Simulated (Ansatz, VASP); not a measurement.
**Two plane-wave programs on Te2Mo**

```xyz
3
Lattice="3.3670 0.0000 0.0000 -1.6835 2.9159 0.0000 0.0000 0.0000 7.8269" Properties=species:S:1:pos:R:3 pbc="T T T"
Te    0.0000    1.9439    5.9662
Te    0.0000    1.9439    1.8607
Mo    0.0000    0.0000    0.0000
```

Change from the starting cell: biaxial_xy strain -4.8%.

Alike in both runs: task single point; functional r2SCAN; k mesh 12 × 12 × 4; no spin polarisation.

|  | VASP | Ansatz |
| --- | --- | --- |
| version | VASP 6.6.1 | Ansatz 0.2.0 |
| potentials or method | VASP PAW PBE potentials, release 64 (Te, Mo_sv) | plane waves, PAW |
| plane-wave cutoff (eV) | 520 | 500 |
| occupations | gaussian, width 0.01 eV | fixed |
| valence electrons in the cell | 26 | 46 |

|  | VASP | Ansatz | Ansatz less VASP |
| --- | --- | --- | --- |
| gap on the k mesh at the Fermi level (eV) | 0.87 | 0.86 | -0.003 |
| pressure (GPa) | 7.1 | 7.0 | -0.13 |
| traceless stress, the component that is largest in VASP (GPa) | -5.21 | -5.26 | -0.051 |
| rms of the force components (eV/Å) | 0.002 | 0.009 | +0.0065 |

VASP's potentials were made for PBE, not for r2SCAN. Atom by atom the forces differ by 0.012 eV/Å (rms over components). VASP's potentials hold 26 valence electrons a cell and Ansatz's 46, so a difference there can come from the potentials and not from the codes.

Neither program's run includes spin-orbit coupling.
